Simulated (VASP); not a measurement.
Wanted: the native input for a VASP 6.6.1 run.

- Task: single point
- Functional: PBEsol
- Potentials or basis: VASP PAW PBE potentials, release 64 (B, As, Si, H)
- Cutoff: 520 eV
- k mesh: 2 × 2 × 2, shifted
- Occupations: fermi-dirac, width 0.05 eV
- Spin: no spin polarisation
- Dipole correction: no
- Further INCAR settings: LREAL = Auto; ALGO = Normal; EDIFF = 1e-07; NBANDS = 47

The structure of SiB7As8H (a cell with a defect) lies in POSCAR:

```
SiB7As8H
1.0
    9.5357640000      0.0000000000      0.0000000000
    0.0000000000      4.7678820000      0.0000000000
    0.0000000000      0.0000000000      4.7678820000
B As Si H
7 8 1 1
Direct
    0.9997390000      0.0032810000      0.9993980000
    0.4999900000      0.9967160000      0.0052760000
    0.2514130000      0.4954310000      0.0048020000
    0.7510650000      0.5043040000      0.9962260000
    0.2488450000      0.0011380000      0.4990700000
    0.7503140000      0.9986000000      0.4912630000
    0.0013250000      0.4992010000      0.4970030000
    0.1237070000      0.2444110000      0.2522300000
    0.6251270000      0.2475100000      0.2407590000
    0.3773710000      0.7509020000      0.2502450000
    0.8739720000      0.7450640000      0.2517110000
    0.3724590000      0.2593740000      0.7567310000
    0.8779290000      0.2567110000      0.7464680000
    0.1267760000      0.7496320000      0.7542000000
    0.6262560000      0.7480580000      0.7509260000
    0.4976360000      0.5037360000      0.5030770000
    0.6275510000      0.8789920000      0.2478210000
```

One way to write it, as run:

INCAR

```
SYSTEM = SiB7As8H
ALGO = Normal
EDIFF = 1E-7
ENCUT = 520
GGA = PS
ISIF = 2
ISMEAR = -1
LASPH = .True.
LCHARG = .True.
LELF = .True.
LREAL = Auto
LVHAR = .True.
LWAVE = .False.
NBANDS = 47
NELM = 80
PREC = Accurate
SIGMA = 0.05
```

KPOINTS

```
Automatic mesh
0
Gamma
  2 2 2
  0.5 0.5 0.5
```

Potentials or basis: VASP PAW PBE potentials, release 64 (B, As, Si, H).

Launch:

```bash
$ cat potpaw_PBE.64/B/POTCAR potpaw_PBE.64/As/POTCAR potpaw_PBE.64/Si/POTCAR potpaw_PBE.64/H/POTCAR > POTCAR
$ mpirun -np 1 vasp_std > vasp.out
```

It gave:

| Item | Value |
| --- | --- |
| Pressure | 15.1 GPa |
| Largest force | 5.988 eV/Å |
| Band gap on the k mesh | 1.13 eV |

Caveat: the k points lie up to 0.66 Å⁻¹ apart; the PAW data sets were made with another functional, which shifts forces and pressure a little.

It took 50 s on 1 thread of Intel(R) Xeon(R) Platinum 8559C (Emerald Rapids) (shared host), peak memory 0.29 GiB.
